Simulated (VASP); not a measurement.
# ZnSe (F-43m) in VASP: notebook

Runs on ZnSe. Level: LDA. Tasks: single point.

Program: VASP 6.6.1. These are calculated values, not measurements. Logs are shortened: lines on timing, memory, paths and dates and some standing lists are left out, and cuts for length are marked.

**1. The cell of the first run**

It takes space group F-43m (No. 216, cubic). Conventional cell: a = 5.568 Å, b = 5.568 Å, c = 5.568 Å, α = 90.00°, β = 90.00°, γ = 90.00°. Within 3.2 Å of Zn (site symmetry -43m) lie 4 Se at 2.41 Å. Within 3.2 Å of Se (site symmetry -43m) lie 4 Zn at 2.41 Å.

**2. Single point, LDA**

The input, INCAR:

```
PREC     = Accurate       # precision mode
ENCUT    = 520            # plane-wave cutoff, eV
EDIFF    = 1E-6           # SCF threshold, eV
ISMEAR   = 0              # smearing method
SIGMA    = 0.02           # smearing width, eV
LREAL    = F              # projectors in reciprocal space
LASPH    = T              # aspherical terms in the spheres
NELM     = 80             # most SCF steps
ALGO     = Normal         # electronic algorithm
ISIF     = 2              # what is computed and relaxed
LWAVE    = F              # write WAVECAR
LCHARG   = F              # write CHGCAR
GGA      = CA             # functional
NBANDS   = 16             # bands
```

The input, KPOINTS:

```
regular mesh
0
Gamma
  8 8 8
```

The input, POSCAR:

```
ZnSe
1.0
    0.0000000000      2.7837636447      2.7837636447
    2.7837636447      0.0000000000      2.7837636447
    2.7837636447      2.7837636447      0.0000000000
Zn Se
1 1
Direct
    0.0000000000      0.0000000000      0.0000000000
    0.2500000000      0.2500000000      0.2500000000
```

Potentials or basis: VASP PAW LDA potentials, release 64 (Zn, Se).

The run is started by

```sh
> cat potpaw_LDA.64/Zn/POTCAR potpaw_LDA.64/Se/POTCAR > POTCAR
> mpirun -np 1 vasp_std > vasp.out
```

OUTCAR:

```text
PREC = Accurate
   ENCUT = 520
   EDIFF = 1E-6
   ISMEAR = 0
   LREAL = F
   LASPH = T
   NELM = 80
   ISIF = 2
   GGA = CA

 ion  position               nearest neighbor table
   1  0.000  0.000  0.000-   2 2.41   2 2.41   2 2.41   2 2.41
   2  0.250  0.250  0.250-   1 2.41   1 2.41   1 2.41   1 2.41

  LATTYP: Found a face centered cubic cell.
 ALAT       =     5.5675272894

  Lattice vectors:

 A1 = (   0.0000000000,   2.7837636447,   2.7837636447)
 A2 = (   2.7837636447,   0.0000000000,   2.7837636447)
 A3 = (   2.7837636447,   2.7837636447,   0.0000000000)

Analysis of symmetry for initial positions (statically):
=====================================================================
 Subroutine PRICEL returns:
 Original cell was already a primitive cell.

 Routine SETGRP: Setting up the symmetry group for a
 face centered cubic supercell.

 Subroutine GETGRP returns: Found 24 space group operations
 (whereof 24 operations were pure point group operations)
 out of a pool of 48 trial point group operations.

The static configuration has the point symmetry T_d .

Analysis of symmetry for dynamics (positions and initial velocities):
=====================================================================
 Subroutine PRICEL returns:
 Original cell was already a primitive cell.

 Routine SETGRP: Setting up the symmetry group for a
 face centered cubic supercell.

 Subroutine GETGRP returns: Found 24 space group operations
 (whereof 24 operations were pure point group operations)
 out of a pool of 48 trial point group operations.

The dynamic configuration has the point symmetry T_d .

 Subroutine INISYM returns: Found 24 space group operations
 (whereof 24 operations are pure point group operations),
 and found     1 'primitive' translations

----------------------------------------------------------------------------------------

                                     Primitive cell

  volume of cell :      43.1447

  direct lattice vectors                    reciprocal lattice vectors
     0.000000000  2.783763645  2.783763645    -0.179612950  0.179612950  0.179612950
     2.783763645  0.000000000  2.783763645     0.179612950 -0.179612950  0.179612950
     2.783763645  2.783763645  0.000000000     0.179612950  0.179612950 -0.179612950

  length of vectors
     3.936836301  3.936836301  3.936836301     0.311098755  0.311098755  0.311098755

  position of ions in fractional coordinates (direct lattice)
     0.000000000  0.000000000  0.000000000
     0.250000000  0.250000000  0.250000000

  ion indices of the primitive-cell ions
   primitive index   ion index
                 1           1
                 2           2

----------------------------------------------------------------------------------------

 KPOINTS: regular mesh

Automatic generation of k-mesh.
 Grid dimensions read from file:
 generate k-points for:    8    8    8

 Generating k-lattice:

  Cartesian coordinates                     Fractional coordinates (reciprocal lattice)
    -0.022451619  0.022451619  0.022451619     0.125000000  0.000000000  0.000000000
     0.022451619 -0.022451619  0.022451619     0.000000000  0.125000000  0.000000000
     0.022451619  0.022451619 -0.022451619     0.000000000  0.000000000  0.125000000

  Length of vectors
     0.038887344  0.038887344  0.038887344

  Shift w.r.t. Gamma in fractional coordinates (k-lattice)
     0.000000000  0.000000000  0.000000000

 Subroutine IBZKPT returns following result:
 ===========================================

 Found     29 irreducible k-points:

 Following reciprocal coordinates:
            Coordinates               Weight
  0.000000  0.000000  0.000000      1.000000
  0.125000  0.000000  0.000000      8.000000
  0.250000  0.000000  0.000000      8.000000
  0.375000  0.000000  0.000000      8.000000
  0.500000  0.000000  0.000000      4.000000
  0.125000  0.125000  0.000000      6.000000
[... 16 lines left out ...]
  0.500000  0.250000  0.125000     48.000000
 -0.375000  0.250000  0.125000     24.000000
 [... further k-points ...]
   k-points           NKPTS =     29   k-points in BZ     NKDIM =     29   number of bands    NBANDS=     16
   number of dos      NEDOS =    301   number of ions     NIONS =      2
   total plane-waves  NPLWV =  27000
   dimension x,y,z NGX =    30 NGY =   30 NGZ =   30
   dimension x,y,z NGXF=    60 NGYF=   60 NGZF=   60
   ions per type =               1   1
   NGX,Y,Z   is equivalent  to a cutoff of  12.67, 12.67, 12.67 a.u.
   NGXF,Y,Z  is equivalent  to a cutoff of  25.34, 25.34, 25.34 a.u.
 SYSTEM =  unknown system
   PREC   = accura    normal or accurate (medium, high low for compatibility)
   ISTART =      0    job   : 0-new  1-cont  2-samecut
   ICHARG =      2    charge: 1-file 2-atom 10-const
   ISPIN  =      1    spin polarized calculation?
   LNONCOLLINEAR =      F non collinear calculations
   LSORBIT =      F    spin-orbit coupling
   LASPH  =      T    aspherical Exc in radial PAW
   ENCUT  =  520.0 eV  38.22 Ry    6.18 a.u.   7.32  7.32  7.32*2*pi/ulx,y,z
   NELM   =     80;   NELMIN=  2; NELMDL= -5     # of ELM steps
   EDIFF  = 0.1E-05   stopping-criterion for ELM
   LREAL  =      F    real-space projection
   EDIFFG = 0.1E-04   stopping-criterion for IOM
   NSW    =      0    number of steps for IOM
   IBRION =     -1    ionic relax: 0-MD 1-quasi-New 2-CG
   NFREE  =      0    steps in history (QN), initial steepest desc. (CG)
   ISIF   =      2    stress and relaxation
   ISYM   =      2    0-nonsym 1-usesym 2-fastsym
   POTIM  = 0.5000    time-step for ionic-motion
   TEBEG  =    0.0;   TEEND  =   0.0 temperature during run
   PSTRESS=    0.0 pullay stress
   NELECT =      18.0000    total number of electrons
   NUPDOWN=      -1.0000    fix difference up-down
   EMIN   =  10.00;   EMAX   =-10.00  energy-range for DOS
   EFERMI =   0.00;   METHOD = LEGACY
   ISMEAR =     0;   SIGMA  =   0.02  broadening in eV -4-tet -1-fermi 0-gaus
   EFERMI_NEDOS =   21; number of points for ismear=-14 and -15
   IALGO  =     38    algorithm
   IMIX   =      4    mixing-type and parameters
     AMIX     =   0.40;   BMIX     =  1.00
     AMIX_MAG =   1.60;   BMIX_MAG =  1.00
  volume/ion in A,a.u.               =      21.57       145.58
  Fermi-wavevector in a.u.,A,eV,Ry     =   1.223273  2.311650 20.359707  1.496396
  Thomas-Fermi vector in A             =   2.358390
   LORBIT       =      0    0 simple, 1 ext, 2 COOP (PROOUT), +10 PAW based schemes
   GGA     = CA    functional components
   LHFCALC =     F    Hartree Fock is set to
   AEXX    =    0.0000 exact exchange contribution
   IVDW    =     0    specifies the selected vdW correction
   LEPSILON=     F    determine dielectric tensor
   LRPA    =     F    only Hartree local field effects (RPA)
 non-spin polarized calculation
 Gauss-broadening in eV      SIGMA  =   0.02
  energy-cutoff  :      520.00
  volume of cell :       43.14
 maximum number of plane-waves:      1211
 NGX is ok and might be reduce to    30
   NGX = 15   NGY = 15   NGZ = 15

 number of electron      17.9999987 magnetization

 Free energy of the ion-electron system (eV)
  ---------------------------------------------------
  ext. energy  EPLUGINS =         0.00000000
  ---------------------------------------------------
  free energy    TOTEN  =        -7.37172205 eV

  energy without entropy =       -7.37172205  energy(sigma->0) =       -7.37172205

 E-fermi :   2.1082     XC(G=0):  -9.9380

 val. band max:        1.9919816018   @ k =   0.0000   0.0000   0.0000
 cond. band min:       3.2817499110   @ k =   0.0000   0.0000   0.0000
 fundamental gap:      1.2897683091
 Fermi energy:         2.1082121473

 k-point     1 :       0.0000    0.0000    0.0000
  band No.  band energies     occupation
      1     -11.6548      2.00000
      2      -4.8938      2.00000
      3      -4.8938      2.00000
      4      -4.8938      2.00000
      5      -4.4852      2.00000
      6      -4.4852      2.00000
[... 8 lines left out ...]
     15      13.5824      0.00000
     16      13.5824      0.00000

 k-point     2 :       0.1250    0.0000    0.0000
  band No.  band energies     occupation
      1     -11.5428      2.00000
      2      -4.8899      2.00000
      3      -4.8762      2.00000
      4      -4.8762      2.00000
      5      -4.4869      2.00000
      6      -4.4869      2.00000
[... 8 lines left out ...]
     15      12.6935      0.00000
     16      12.7384      0.00000

 k-point     3 :       0.2500    0.0000    0.0000
  band No.  band energies     occupation
      1     -11.2502      2.00000
      2      -4.8395      2.00000
      3      -4.8378      2.00000
      4      -4.8378      2.00000
      5      -4.4855      2.00000
      6      -4.4855      2.00000
[... 8 lines left out ...]
     15      12.4422      0.00000
     16      12.5631      0.00000

 k-point     4 :       0.3750    0.0000    0.0000
  band No.  band energies     occupation
      1     -10.9178      2.00000
      2      -4.8074      2.00000
      3      -4.8074      2.00000
      4      -4.6348      2.00000
      5      -4.4733      2.00000
      6      -4.4733      2.00000
[... 8 lines left out ...]
     15      13.6259      0.00000
     16      13.6259      0.00000
[... 324 lines left out ...]
 k-point    22 :       0.3750    0.2500    0.1250
  band No.  band energies     occupation
      1     -11.0202      2.00000
      2      -4.8606      2.00000
      3      -4.7826      2.00000
      4      -4.7560      2.00000
      5      -4.5029      2.00000
      6      -4.4572      2.00000
[... 8 lines left out ...]
     15      14.3641      0.00000
     16      15.5429      0.00000

 k-point    23 :       0.5000    0.2500    0.1250
  band No.  band energies     occupation
      1     -10.7416      2.00000
      2      -4.7948      2.00000
      3      -4.7565      2.00000
      4      -4.6227      2.00000
      5      -4.4726      2.00000
      6      -4.4159      2.00000
[... 8 lines left out ...]
     15      14.6822      0.00000
     16      15.7687      0.00000

 k-point    24 :      -0.3750    0.2500    0.1250
  band No.  band energies     occupation
      1     -10.6167      2.00000
      2      -4.7848      2.00000
      3      -4.7396      2.00000
      4      -4.5261      2.00000
      5      -4.4781      2.00000
      6      -4.2461      2.00000
[... 8 lines left out ...]
     15      14.7904      0.00000
     16      15.6713      0.00000

 [... further k-points ...]
[... 5 lines left out ...]
  --------------------------------------------------------------------------------------
  -------------------------------------------------------------------------------------
  Total        0.0991199      0.0991199      0.0991199      0.0000000      0.0000000      0.0000000
  in kB        3.6808177      3.6808177      3.6808177      0.0000000      0.0000000      0.0000000
  external PRESSURE =       3.6808177 kB  Pullay stress =       0.0000000 kB

 VOLUME and BASIS-vectors are now :
 -----------------------------------------------------------------------------
  energy-cutoff  :      520.00
  volume of cell :       43.14
      direct lattice vectors                 reciprocal lattice vectors
     0.000000000  2.783763645  2.783763645    -0.179612950  0.179612950  0.179612950
     2.783763645  0.000000000  2.783763645     0.179612950 -0.179612950  0.179612950
     2.783763645  2.783763645  0.000000000     0.179612950  0.179612950 -0.179612950

 POSITION                                       TOTAL-FORCE (eV/Angst)
 -----------------------------------------------------------------------------------
      0.00000      0.00000      0.00000         0.000000      0.000000      0.000000
      1.39188      1.39188      1.39188        -0.000000     -0.000000     -0.000000
 -----------------------------------------------------------------------------------
    total drift:                               -0.000000     -0.000000      0.000000

  FREE ENERGIE OF THE ION-ELECTRON SYSTEM (eV)
  ---------------------------------------------------
  free  energy   TOTEN  =        -7.3717220538 eV

  energy  without entropy=       -7.3717220538  energy(sigma->0) =       -7.37172205
```

It took 20 s on 1 thread of Intel Xeon Platinum 8375C at 2.90GHz (Ice Lake), shared host; peak memory 0.16 GiB.

Results:

| Quantity | Value |
| --- | --- |
| Free energy | -7.3717 eV |
| Pressure | 0.4 GPa |
| Band gap on the k mesh | 1.29 eV, direct |

**3. Single point, LDA**

The input, INCAR:

```
SYSTEM = ZnSe
ALGO     = Normal         ! electronic algorithm
EDIFF    = 1E-6           ! SCF threshold, eV
ENCUT    = 520            ! plane-wave cutoff, eV
GGA      = CA             ! functional
ISIF     = 2              ! what is computed and relaxed
ISMEAR   = 0              ! smearing method
LASPH    = .True.         ! aspherical terms in the spheres
LCHARG   = .False.        ! write CHGCAR
LREAL    = .False.        ! projectors in reciprocal space
LWAVE    = .False.        ! write WAVECAR
NBANDS   = 16             ! bands
NELM     = 60             ! most SCF steps
PREC     = Accurate       ! precision mode
SIGMA    = 0.02           ! smearing width, eV
```

The input, KPOINTS:

```
k-points
0
Gamma
  8 8 8
  0 0 0
```

POSCAR is that of step 2.

Potentials or basis: VASP PAW LDA potentials, release 64 (Zn, Se).

The run is started by

```sh
> cat potpaw_LDA.64/Zn/POTCAR potpaw_LDA.64/Se/POTCAR > POTCAR
> mpirun -np 1 vasp_std > vasp.out
```

OUTCAR:

```text
SYSTEM = ZnSe
   EDIFF = 1E-6
   ENCUT = 520
   GGA = CA
   ISIF = 2
   ISMEAR = 0
   LASPH = .True.
   LREAL = .False.
   NELM = 60
   PREC = Accurate

 ion  position               nearest neighbor table
   1  0.000  0.000  0.000-   2 2.41   2 2.41   2 2.41   2 2.41
   2  0.250  0.250  0.250-   1 2.41   1 2.41   1 2.41   1 2.41

  LATTYP: Found a face centered cubic cell.
 ALAT       =     5.5675272894

  Lattice vectors:

 A1 = (   0.0000000000,   2.7837636447,   2.7837636447)
 A2 = (   2.7837636447,   0.0000000000,   2.7837636447)
 A3 = (   2.7837636447,   2.7837636447,   0.0000000000)
[... 625 lines left out ...]
      4      -4.5261      2.00000
      5      -4.4781      2.00000
      6      -4.2461      2.00000
[... 8 lines left out ...]
     15      14.7904      0.00000
     16      15.6713      0.00000

 [... further k-points ...]
[... 5 lines left out ...]
  --------------------------------------------------------------------------------------
  -------------------------------------------------------------------------------------
  Total        0.0991199      0.0991199      0.0991199      0.0000000      0.0000000      0.0000000
  in kB        3.6808177      3.6808177      3.6808177      0.0000000      0.0000000      0.0000000
  external PRESSURE =       3.6808177 kB  Pullay stress =       0.0000000 kB

 VOLUME and BASIS-vectors are now :
 -----------------------------------------------------------------------------
  energy-cutoff  :      520.00
  volume of cell :       43.14
      direct lattice vectors                 reciprocal lattice vectors
     0.000000000  2.783763645  2.783763645    -0.179612950  0.179612950  0.179612950
     2.783763645  0.000000000  2.783763645     0.179612950 -0.179612950  0.179612950
     2.783763645  2.783763645  0.000000000     0.179612950  0.179612950 -0.179612950

 POSITION                                       TOTAL-FORCE (eV/Angst)
 -----------------------------------------------------------------------------------
      0.00000      0.00000      0.00000         0.000000      0.000000      0.000000
      1.39188      1.39188      1.39188        -0.000000     -0.000000     -0.000000
 -----------------------------------------------------------------------------------
    total drift:                               -0.000000     -0.000000      0.000000

  FREE ENERGIE OF THE ION-ELECTRON SYSTEM (eV)
  ---------------------------------------------------
  free  energy   TOTEN  =        -7.3717220538 eV

  energy  without entropy=       -7.3717220538  energy(sigma->0) =       -7.37172205
```

OSZICAR:

```text
N       E                     dE             d eps       ncg     rms          rms(c)
DAV:   1     0.869531010594E+02    0.86953E+02   -0.87521E+03   928   0.129E+03
DAV:   2    -0.197374924479E+01   -0.88927E+02   -0.83080E+02  1040   0.254E+02
DAV:   3    -0.763667514926E+01   -0.56629E+01   -0.56392E+01  1144   0.632E+01
DAV:   4    -0.768366936790E+01   -0.46994E-01   -0.46989E-01  1136   0.592E+00
DAV:   5    -0.768389877346E+01   -0.22941E-03   -0.22940E-03  1152   0.386E-01    0.529E+00
DAV:   6    -0.740356859794E+01    0.28033E+00   -0.55691E-01  1352   0.256E+01    0.399E+00
DAV:   7    -0.737680828971E+01    0.26760E-01   -0.15524E-01  1144   0.383E+00    0.166E+00
DAV:   8    -0.737226799710E+01    0.45403E-02   -0.34456E-03  1424   0.819E-01    0.423E-01
DAV:   9    -0.737171266790E+01    0.55533E-03   -0.93291E-04  1096   0.254E-01    0.571E-02
DAV:  10    -0.737173125088E+01   -0.18583E-04   -0.13143E-04  1256   0.123E-01    0.190E-02
DAV:  11    -0.737172205218E+01    0.91987E-05   -0.18244E-05  1424   0.657E-02    0.511E-03
DAV:  12    -0.737172205378E+01   -0.15959E-08   -0.28726E-06  1048   0.124E-02
   1 F= -.73717221E+01 E0= -.73717221E+01  d E =-.142063E-18
```

Wall time 17 s (1 thread of Intel Xeon Platinum 8375C at 2.90GHz (Ice Lake), shared host); peak memory 0.16 GiB.

Results:

| Quantity | Value |
| --- | --- |
| Free energy | -7.3717 eV |
| Pressure | 0.4 GPa |
| Band gap on the k mesh | 1.29 eV, direct |

Levels at points of the mesh, in eV from the valence-band top:
| k point | band 7 | band 8 | band 9 | band 10 | band 11 | band 12 |
| --- | --- | --- | --- | --- | --- | --- |
| (0.00, 0.00, 0.00) | 0.00 | 0.00 | 0.00 | 1.29 | 5.68 | 5.68 |
| (0.50, 0.00, 0.00) | -5.64 | -0.96 | -0.96 | 2.47 | 6.27 | 6.27 |
| (0.50, 0.50, 0.00) | -5.07 | -2.40 | -2.40 | 2.69 | 3.31 | 10.93 |

Expect the measured gap to be larger: semilocal functionals such as LDA lack the derivative discontinuity.
